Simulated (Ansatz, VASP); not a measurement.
**Two plane-wave programs on Ba2SnF6**

```
CELL_PARAMETERS angstrom
0.00000 4.35333 4.35333
4.35333 0.00000 4.35333
4.35333 4.35333 0.00000
ATOMIC_POSITIONS crystal
Ba 0.25000 0.25000 0.25000
Ba 0.75000 0.75000 0.75000
Sn 0.00000 0.00000 0.00000
F 0.73847 0.26153 0.26153
F 0.26153 0.73847 0.26153
F 0.26153 0.73847 0.73847
F 0.73847 0.26153 0.73847
F 0.26153 0.26153 0.73847
F 0.73847 0.73847 0.26153
```

Change from the starting cell: species swapped into the Rb2TiCl6 type (Fm-3m, No. 225).

Alike in both runs: functional PBE; k mesh 6 × 6 × 6; occupations gaussian, width 0.02 eV; no spin polarisation.

Ansatz relaxed the structure, and its values are those at the end. VASP's run is a single point on that final structure, the one shown.

```csv
,VASP,Ansatz
version,VASP 6.6.1,Ansatz 0.2.0
potentials or method,"VASP PAW PBE potentials, release 64 (Ba_sv, Sn_d, F), cutoff 520 eV","scalar-relativistic, plane waves, PAW"
valence electrons in the cell,76,76
```

VASP gave:

* gap on the k mesh at the Fermi level (eV): 2.29
* least direct gap on the mesh (eV): 2.91
* pressure (GPa): 0.2
* rms of the force components (eV/Å): 0.003

Problem. Estimate Ansatz's values.

Solution. gap on the k mesh at the Fermi level (eV): 2.32; least direct gap on the mesh (eV): 2.92; pressure (GPa): 0.0; rms of the force components (eV/Å): 0.002.

Neither program's run includes spin-orbit coupling.
